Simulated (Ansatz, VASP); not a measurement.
## CsI: VASP beside Ansatz

The input INCAR:

```
ALGO     = Normal         # electronic algorithm
EDIFF    = 1E-8           # SCF threshold, eV
ENCUT    = 400            # plane-wave cutoff, eV
GGA      = CA             # functional
GGA_COMPAT= F            
ISIF     = 2              # what is computed and relaxed
ISMEAR   = -1             # smearing method
LASPH    = T              # aspherical terms in the spheres
LCHARG   = F              # write CHGCAR
LEFG     = T            
LREAL    = F              # projectors in reciprocal space
LWAVE    = F              # write WAVECAR
NBANDS   = 15             # bands
NELM     = 120            # most SCF steps
PREC     = Accurate       # precision mode
SIGMA    = 0.01           # smearing width, eV
```

KPOINTS

```
k-points
0
Gamma
  7 7 7
```

The input POSCAR:

```
CsI
1.0
    4.5049802719      0.0000000000      0.0000000000
    0.0000000000      4.5049802719      0.0000000000
    0.0000000000      0.0000000000      4.5049802719
Cs I
1 1
Direct
    0.0000000000      0.0000000000      0.0000000000
    0.5000000000      0.5000000000      0.5000000000
```

Input for Ansatz:

```yaml
crystal:
  lattice:
    - [4.5049802719, 0.0, 0.0]
    - [0.0, 4.5049802719, 0.0]
    - [0.0, 0.0, 4.5049802719]
  atoms:
    - { symbol: Cs, position: [0.0, 0.0, 0.0] }
    - { symbol: I, position: [0.5, 0.5, 0.5] }
kpoints:
  mp_grid: { grid: [7, 7, 7] }
scf:
  occupations: { method: fermi_dirac, width: 0.01 }
hamiltonian:
  xc: lda
  pseudopotentials: { kind: all_electron, datasets: crystal }
output:
  forces: true
  stress: true
  eigenvalues: true
  efg: { contact_densities: true }
```

Change from the starting cell: volume scaled by 0.96, crystal datasets.

Alike in both runs: task electric field gradients; functional LDA; k mesh 7 × 7 × 7; occupations fermi-dirac, width 0.01 eV; no spin polarisation.

|  | VASP | Ansatz |
| --- | --- | --- |
| version | VASP 6.6.1 | Ansatz 0.2.0 |
| potentials or method | VASP PAW LDA potentials, release 64 (Cs_sv, I), cutoff 400 eV | all-electron PAW with datasets made for the crystal, scalar-relativistic |

```csv
,VASP,Ansatz,Ansatz less VASP
gap on the k mesh at the Fermi level (eV),3.71,3.70,-0.008
pressure (GPa),-0.9,-1.0,-0.05
```

LDA's correlation is that of Perdew and Zunger in VASP and of Perdew and Wang (1992) in Ansatz. Ansatz ran all-electron here, and VASP with PAW potentials.

Spin-orbit coupling is off throughout.
